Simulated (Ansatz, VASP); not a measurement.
# CuO in VASP and in Ansatz

```
Cu O
1.0
     2.87950    0.00000    0.00000
     0.03907    2.87928    0.00000
     0.01750    0.01724    5.17634
Cu O
2 2
Cartesian
  1.4485 0.0086 2.5882
  0.0195 1.4396 0.0000
  0.0479 2.8788 1.2947
  2.8881 0.0177 3.8817
```

Alike in both runs: task single point; functional PBEsol; k mesh 6 × 6 × 4; occupations gaussian, width 0.1 eV; no spin polarisation.

|  | VASP | Ansatz |
| --- | --- | --- |
| version | VASP 6.6.1 | Ansatz 0.2.0 |
| potentials or method | VASP PAW PBE potentials, release 64 (Cu_sv_GW, O), cutoff 820 eV | scalar-relativistic, plane waves, PAW |
| valence electrons in the cell | 50 | 50 |

|  | VASP | Ansatz | Ansatz less VASP |
| --- | --- | --- | --- |
| gap on the k mesh at the Fermi level (eV) | none | none | - |
| pressure (GPa) | -2.6 | -2.1 | +0.47 |
| traceless stress, the component that is largest in VASP (GPa) | -2.37 | -2.42 | -0.047 |
| rms of the force components (eV/Å) | 0.006 | 0.006 | 0.0000 |

VASP's potentials were made for PBE, not for PBEsol. Atom by atom the forces differ by 0.000 eV/Å (rms over components). A gap of «none» marks a metal or a gap that the smearing closes.

The k mesh is coarse, so the values compare programs but aren't converged.
